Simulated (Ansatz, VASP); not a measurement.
# Two plane-wave programs on Li

Contents of INCAR:

```
PREC = Accurate
ENCUT = 520
EDIFF = 1E-8
ISMEAR = -1
SIGMA = 0.05
LREAL = False
LASPH = True
NELM = 80
ALGO = Normal
ISIF = 2
LWAVE = False
LCHARG = False
GGA = PE
LEFG = True
NBANDS = 10
```

Contents of KPOINTS:

```
regular mesh
0
Gamma
  16 16 9
```

File POSCAR:

```
Li
1.0
    3.0544211484      0.0229081586      0.0000000000
   -1.5073715269      2.6337522291      0.0000000000
    0.0000000000      0.0000000000      4.9952014055
Li
2
Direct
    0.3333333333      0.6666666667      0.2500000000
    0.6666666667      0.3333333333      0.7500000000
```

Input for Ansatz:

```yaml
crystal:
  lattice:
    - [3.0544211484, 0.0229081586, 0.0]
    - [-1.5073715269, 2.6337522291, 0.0]
    - [0.0, 0.0, 4.9952014055]
  atoms:
    - { symbol: Li, position: [0.3333333333, 0.6666666667, 0.25] }
    - { symbol: Li, position: [0.6666666667, 0.3333333333, 0.75] }
kpoints:
  mp_grid: { grid: [16, 16, 9] }
scf:
  occupations: { method: fermi_dirac, width: 0.05 }
hamiltonian:
  xc: pbe
  pseudopotentials: { kind: paw }
output:
  forces: true
  stress: true
  eigenvalues: true
  efg: { contact_densities: true }
```

Change from the starting cell: xy shear strain of +1.5 %, PAW files.

Alike in both runs: task electric field gradients; functional PBE; k mesh 16 × 16 × 9; occupations fermi-dirac, width 0.05 eV; no spin polarisation.

```csv
,VASP,Ansatz
version,VASP 6.6.1,Ansatz 0.2.0
potentials or method,"VASP PAW PBE potentials, release 64 (Li_sv)","PAW with Ansatz's default frozen-core files, scalar-relativistic"
plane-wave cutoff (eV),520,420
valence electrons in the cell,6,6
```

|  | VASP | Ansatz | Ansatz less VASP |
| --- | --- | --- | --- |
| rms of the force components (eV/Å) | 0.004 | 0.004 | 0.0000 |

Atom by atom the forces differ by 0.000 eV/Å (rms over components).

Noted on VASP's run: the cutoff is under 1.25 times that of the potentials, so the pressure is a little rough.
